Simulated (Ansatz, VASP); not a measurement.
**Rh in VASP and in Ansatz**

INCAR

```
ALGO = Fast ; EDIFF = 1E-6
ENCUT = 520 ; GGA = PS
ISIF = 2 ; ISMEAR = 0
LASPH = T ; LCHARG = F
LREAL = F ; LWAVE = F
NBANDS = 22 ; NELM = 80
PREC = Accurate ; SIGMA = 0.15
```

KPOINTS

```
k-points
0
Gamma
  21 21 12
```

File POSCAR:

```
Rh
1.0
    2.6522120108      0.0000000000      0.0000000000
   -1.3261060054      2.2968829775      0.0000000000
    0.0000000000      0.0000000000      4.6278447376
Rh
2
Direct
    0.6666666667      0.3333333333      0.7500000000
    0.3333333333      0.6666666667      0.2500000000
```

Input for Ansatz:

```yaml
crystal:
  lattice:
    - [2.6522120108, 0.0, 0.0]
    - [-1.3261060054, 2.2968829775, 0.0]
    - [0.0, 0.0, 4.6278447376]
  atoms:
    - { symbol: Rh, position: [0.6666666667, 0.3333333333, 0.75] }
    - { symbol: Rh, position: [0.3333333333, 0.6666666667, 0.25] }
basis:
  ecutwfc: 420
kpoints:
  mp_grid: { grid: [21, 21, 12] }
hamiltonian:
  xc: pbesol
  pseudopotentials: { kind: paw, azcp: { folder: soft_1 } }
scf:
  occupations: { method: gaussian, width: 0.15 }
output:
  forces: true
  stress: true
  eigenvalues: true
```

Alike in both runs: task single point; functional PBEsol; k mesh 21 × 21 × 12; occupations gaussian, width 0.15 eV; no spin polarisation.

|  | VASP | Ansatz |
| --- | --- | --- |
| version | VASP 6.6.1 | Ansatz 0.2.0 |
| potentials or method | VASP PAW PBE potentials, release 64 (Rh_pv), cutoff 520 eV | scalar-relativistic, plane waves, PAW |
| valence electrons in the cell | 30 | 34 |

Ansatz gave:

```
gap on the k mesh at the Fermi level (eV)                     : none
pressure (GPa)                                                : -8.8
traceless stress, the component that is largest in VASP (GPa) : -13.20
```

Problem. What did VASP give for the same quantities?

Solution. gap on the k mesh at the Fermi level (eV): none; pressure (GPa): -9.0; traceless stress, the component that is largest in VASP (GPa): -13.16.

VASP's potentials were made for PBE, not for PBEsol, and Ansatz warns of the same on its side. A gap of «none» marks a metal or a gap that the smearing closes. VASP's potentials hold 30 valence electrons a cell and Ansatz's 34, so a difference there can come from the potentials and not from the codes.
